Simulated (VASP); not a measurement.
# KI in VASP: further runs

KI is run at these levels: LDA; tasks: single point, relaxation of the atoms.

Program: VASP 6.6.1. These are calculated values, not measurements. Logs are shortened: lines on timing, memory, paths and dates and some standing lists are left out, and cuts for length are marked.

### 1 The cell of the first run

The structure is trigonal, space group R3m (No. 160). The conventional cell has a = 4.825 Å, b = 4.825 Å, c = 11.818 Å, α = 90.00°, β = 90.00°, γ = 120.00°. Within 4.5 Å of K (site symmetry 3m) lie 6 I at 3.40 to 3.42 Å. I (site symmetry 3m) has 6 K at 3.40 to 3.42 Å within 4.5 Å.

### 2 Single point, LDA (atom 1 moved by [0.01, 0.01, 0.01] A)

File INCAR:

```
PREC = Accurate ; ENCUT = 520
EDIFF = 1E-6 ; ISMEAR = 0
SIGMA = 0.01 ; LREAL = False
LASPH = True ; NELM = 80
ALGO = Normal ; ISIF = 2
LWAVE = False ; LCHARG = False
GGA = CA ; NBANDS = 15
```

File KPOINTS:

```
Automatic mesh
0
Gamma
  6 6 6
```

File POSCAR:

```
KI
1.0
    0.0000000000      3.4114761627      3.4114761627
    3.4114761627      0.0000000000      3.4114761627
    3.4114761627      3.4114761627      0.0000000000
K I
1 1
Direct
    0.0014656412      0.0014656412      0.0014656412
    0.5000000000      0.5000000000      0.5000000000
```

Potentials or basis: VASP PAW LDA potentials, release 64 (K_sv, I).

Run with:

```console
$ cat potpaw_LDA.64/K_sv/POTCAR potpaw_LDA.64/I/POTCAR > POTCAR
$ mpirun -np 1 vasp_std > vasp.out
```

OUTCAR:

```text
PREC = Accurate
   ENCUT = 520
   EDIFF = 1E-6
   ISMEAR = 0
   LREAL = False
   LASPH = True
   NELM = 80
   ISIF = 2
   GGA = CA

 ion  position               nearest neighbor table
   1  0.001  0.001  0.001-   2 3.40   2 3.40   2 3.40   2 3.42   2 3.42   2 3.42
   2  0.500  0.500  0.500-   1 3.40   1 3.40   1 3.40   1 3.42   1 3.42   1 3.42

  LATTYP: Found a face centered cubic cell.
 ALAT       =     6.8229523254

  Lattice vectors:

 A1 = (   0.0000000000,   3.4114761627,   3.4114761627)
 A2 = (   3.4114761627,   0.0000000000,   3.4114761627)
 A3 = (   3.4114761627,   3.4114761627,   0.0000000000)

Analysis of symmetry for initial positions (statically):
=====================================================================
 Subroutine PRICEL returns:
 Original cell was already a primitive cell.

 Routine SETGRP: Setting up the symmetry group for a
 face centered cubic supercell.

 Subroutine GETGRP returns: Found  6 space group operations
 (whereof  6 operations were pure point group operations)
 out of a pool of 48 trial point group operations.

The static configuration has the point symmetry C_3v.

Analysis of symmetry for dynamics (positions and initial velocities):
=====================================================================
 Subroutine PRICEL returns:
 Original cell was already a primitive cell.

 Routine SETGRP: Setting up the symmetry group for a
 face centered cubic supercell.

 Subroutine GETGRP returns: Found  6 space group operations
 (whereof  6 operations were pure point group operations)
 out of a pool of 48 trial point group operations.

The dynamic configuration has the point symmetry C_3v.

 Subroutine INISYM returns: Found  6 space group operations
 (whereof  6 operations are pure point group operations),
 and found     1 'primitive' translations

----------------------------------------------------------------------------------------

                                     Primitive cell

  volume of cell :      79.4067

  direct lattice vectors                    reciprocal lattice vectors
     0.000000000  3.411476163  3.411476163    -0.146564120  0.146564120  0.146564120
     3.411476163  0.000000000  3.411476163     0.146564120 -0.146564120  0.146564120
     3.411476163  3.411476163  0.000000000     0.146564120  0.146564120 -0.146564120

  length of vectors
     4.824555857  4.824555857  4.824555857     0.253856502  0.253856502  0.253856502

  position of ions in fractional coordinates (direct lattice)
     0.001465641  0.001465641  0.001465641
     0.500000000  0.500000000  0.500000000

  ion indices of the primitive-cell ions
   primitive index   ion index
                 1           1
                 2           2

----------------------------------------------------------------------------------------

 KPOINTS: Automatic mesh

Automatic generation of k-mesh.
 Grid dimensions read from file:
 generate k-points for:    6    6    6

 Generating k-lattice:

  Cartesian coordinates                     Fractional coordinates (reciprocal lattice)
    -0.024427353  0.024427353  0.024427353     0.166666667  0.000000000  0.000000000
     0.024427353 -0.024427353  0.024427353     0.000000000  0.166666667  0.000000000
     0.024427353  0.024427353 -0.024427353     0.000000000  0.000000000  0.166666667

  Length of vectors
     0.042309417  0.042309417  0.042309417

  Shift w.r.t. Gamma in fractional coordinates (k-lattice)
     0.000000000  0.000000000  0.000000000

 Subroutine IBZKPT returns following result:
 ===========================================

 Found     32 irreducible k-points:

 Following reciprocal coordinates:
            Coordinates               Weight
  0.000000  0.000000  0.000000      1.000000
  0.166667  0.000000  0.000000      6.000000
  0.166667  0.166667  0.166667      2.000000
  0.333333  0.000000  0.000000      6.000000
  0.333333  0.333333  0.333333      2.000000
  0.500000  0.000000  0.000000      3.000000
[... 16 lines left out ...]
  0.500000  0.166667  0.500000      6.000000
 -0.333333  0.333333  0.000000      6.000000
 [... further k-points ...]
   k-points           NKPTS =     32   k-points in BZ     NKDIM =     32   number of bands    NBANDS=     15
   number of dos      NEDOS =    301   number of ions     NIONS =      2
   total plane-waves  NPLWV =  46656
   dimension x,y,z NGX =    36 NGY =   36 NGZ =   36
   dimension x,y,z NGXF=    72 NGYF=   72 NGZF=   72
   ions per type =               1   1
   NGX,Y,Z   is equivalent  to a cutoff of  12.40, 12.40, 12.40 a.u.
   NGXF,Y,Z  is equivalent  to a cutoff of  24.81, 24.81, 24.81 a.u.
 SYSTEM =  unknown system
   PREC   = accura    normal or accurate (medium, high low for compatibility)
   ISTART =      0    job   : 0-new  1-cont  2-samecut
   ICHARG =      2    charge: 1-file 2-atom 10-const
   ISPIN  =      1    spin polarized calculation?
   LNONCOLLINEAR =      F non collinear calculations
   LSORBIT =      F    spin-orbit coupling
   LASPH  =      T    aspherical Exc in radial PAW
   ENCUT  =  520.0 eV  38.22 Ry    6.18 a.u.   8.97  8.97  8.97*2*pi/ulx,y,z
   NELM   =     80;   NELMIN=  2; NELMDL= -5     # of ELM steps
   EDIFF  = 0.1E-05   stopping-criterion for ELM
   LREAL  =      F    real-space projection
   EDIFFG = 0.1E-04   stopping-criterion for IOM
   NSW    =      0    number of steps for IOM
   IBRION =     -1    ionic relax: 0-MD 1-quasi-New 2-CG
   NFREE  =      0    steps in history (QN), initial steepest desc. (CG)
   ISIF   =      2    stress and relaxation
   ISYM   =      2    0-nonsym 1-usesym 2-fastsym
   POTIM  = 0.5000    time-step for ionic-motion
   TEBEG  =    0.0;   TEEND  =   0.0 temperature during run
   PSTRESS=    0.0 pullay stress
   NELECT =      16.0000    total number of electrons
   NUPDOWN=      -1.0000    fix difference up-down
   EMIN   =  10.00;   EMAX   =-10.00  energy-range for DOS
   EFERMI =   0.00;   METHOD = LEGACY
   ISMEAR =     0;   SIGMA  =   0.01  broadening in eV -4-tet -1-fermi 0-gaus
   EFERMI_NEDOS =   21; number of points for ismear=-14 and -15
   IALGO  =     38    algorithm
   IMIX   =      4    mixing-type and parameters
     AMIX     =   0.40;   BMIX     =  1.00
     AMIX_MAG =   1.60;   BMIX_MAG =  1.00
  volume/ion in A,a.u.               =      39.70       267.93
  Fermi-wavevector in a.u.,A,eV,Ry     =   0.959760  1.813683 12.532851  0.921139
  Thomas-Fermi vector in A             =   2.088984
   LORBIT       =      0    0 simple, 1 ext, 2 COOP (PROOUT), +10 PAW based schemes
   GGA     = CA    functional components
   LHFCALC =     F    Hartree Fock is set to
   AEXX    =    0.0000 exact exchange contribution
   IVDW    =     0    specifies the selected vdW correction
   LEPSILON=     F    determine dielectric tensor
   LRPA    =     F    only Hartree local field effects (RPA)
 non-spin polarized calculation
 Gauss-broadening in eV      SIGMA  =   0.01
  energy-cutoff  :      520.00
  volume of cell :       79.41
 maximum number of plane-waves:      2158
   NGX = 17   NGY = 17   NGZ = 17

 number of electron      16.0000002 magnetization

 Free energy of the ion-electron system (eV)
  ---------------------------------------------------
  ext. energy  EPLUGINS =         0.00000000
  ---------------------------------------------------
  free energy    TOTEN  =        -6.16593147 eV

  energy without entropy =       -6.16593147  energy(sigma->0) =       -6.16593147

 E-fermi :   0.0917     XC(G=0):  -8.0385

 val. band max:       -0.0319110252   @ k =   0.0000   0.0000   0.0000
 cond. band min:       3.8404270472   @ k =   0.0000   0.0000   0.0000
 fundamental gap:      3.8723380724
 Fermi energy:         0.0916857817

 k-point     1 :       0.0000    0.0000    0.0000
  band No.  band energies     occupation
      1     -28.0147      2.00000
      2     -11.7566      2.00000
      3     -11.7565      2.00000
      4     -11.7565      2.00000
      5     -10.7778      2.00000
      6      -0.0319      2.00000
      7      -0.0319      2.00000
      8      -0.0319      2.00000
      9       3.8404      0.00000
     10       6.1845      0.00000
     11       6.1845      0.00000
     12       6.1851      0.00000
     13       7.0193      0.00000
     14       7.0193      0.00000
     15       9.5459      0.00000

 k-point     2 :       0.1667    0.0000    0.0000
  band No.  band energies     occupation
      1     -28.0136      2.00000
      2     -11.8541      2.00000
      3     -11.7574      2.00000
      4     -11.7573      2.00000
      5     -10.6359      2.00000
      6      -0.5707      2.00000
      7      -0.1570      2.00000
      8      -0.1569      2.00000
      9       4.5421      0.00000
     10       6.1366      0.00000
     11       6.5091      0.00000
     12       6.5095      0.00000
     13       7.4032      0.00000
     14       7.4035      0.00000
     15      10.5382      0.00000

 k-point     3 :       0.1667    0.1667    0.1667
  band No.  band energies     occupation
      1     -28.0136      2.00000
      2     -11.8541      2.00000
      3     -11.7574      2.00000
      4     -11.7574      2.00000
      5     -10.6359      2.00000
      6      -0.5706      2.00000
      7      -0.1570      2.00000
      8      -0.1570      2.00000
      9       4.5421      0.00000
     10       6.1374      0.00000
     11       6.5093      0.00000
     12       6.5093      0.00000
     13       7.4030      0.00000
     14       7.4030      0.00000
     15      10.5381      0.00000
[... 343 lines left out ...]
 k-point    23 :       0.5000    0.1667    0.5000
  band No.  band energies     occupation
      1     -28.0094      2.00000
      2     -11.8824      2.00000
      3     -11.8014      2.00000
      4     -11.7811      2.00000
      5     -10.4976      2.00000
      6      -1.2189      2.00000
      7      -0.6812      2.00000
      8      -0.4778      2.00000
      9       4.9274      0.00000
     10       6.2311      0.00000
     11       7.7524      0.00000
     12       8.1340      0.00000
     13       8.9669      0.00000
     14       9.2745      0.00000
     15       9.9496      0.00000

 k-point    24 :      -0.3333    0.3333    0.0000
  band No.  band energies     occupation
      1     -28.0094      2.00000
      2     -11.9341      2.00000
      3     -11.8127      2.00000
      4     -11.7710      2.00000
      5     -10.4099      2.00000
      6      -1.1844      2.00000
      7      -0.9594      2.00000
      8      -0.5209      2.00000
      9       5.7194      0.00000
     10       7.0454      0.00000
     11       7.0894      0.00000
     12       8.2622      0.00000
     13       8.4094      0.00000
     14       8.8428      0.00000
     15      10.3412      0.00000

 [... further k-points ...]
[... 5 lines left out ...]
  --------------------------------------------------------------------------------------
  -------------------------------------------------------------------------------------
  Total        0.0073097      0.0073097      0.0073097     -0.0002644     -0.0002644     -0.0002644
  in kB        0.1474867      0.1474867      0.1474867     -0.0053348     -0.0053348     -0.0053348
  external PRESSURE =       0.1474867 kB  Pullay stress =       0.0000000 kB

 VOLUME and BASIS-vectors are now :
 -----------------------------------------------------------------------------
  energy-cutoff  :      520.00
  volume of cell :       79.41
      direct lattice vectors                 reciprocal lattice vectors
     0.000000000  3.411476163  3.411476163    -0.146564120  0.146564120  0.146564120
     3.411476163  0.000000000  3.411476163     0.146564120 -0.146564120  0.146564120
     3.411476163  3.411476163  0.000000000     0.146564120  0.146564120 -0.146564120

 POSITION                                       TOTAL-FORCE (eV/Angst)
 -----------------------------------------------------------------------------------
      0.01000      0.01000      0.01000        -0.014654     -0.014654     -0.014654
      3.41148      3.41148      3.41148         0.014654      0.014654      0.014654
 -----------------------------------------------------------------------------------
    total drift:                               -0.000050     -0.000050     -0.000050

  FREE ENERGIE OF THE ION-ELECTRON SYSTEM (eV)
  ---------------------------------------------------
  free  energy   TOTEN  =        -6.1659314682 eV

  energy  without entropy=       -6.1659314682  energy(sigma->0) =       -6.16593147
```

Wall time 41 s (1 thread of Intel Xeon Platinum 8488C (Sapphire Rapids), shared host); peak memory 0.19 GiB.

Results:

| Property | Result |
| --- | --- |
| Free energy | -6.1659 eV |
| Pressure | 0.0 GPa |
| Largest force | 0.025 eV/Å |
| Band gap on the k mesh | 3.87 eV, direct |

Forces on the atoms (eV/Å):
```
K   -0.015 -0.015 -0.015
I    0.015  0.015  0.015
```

Caveat: the cell differs from its parent crystal (atom 1 moved by [0.01, 0.01, 0.01] A); spin-orbit coupling is left out, which moves the levels of the heavy elements.

(Part 1 of 2 ends here.)
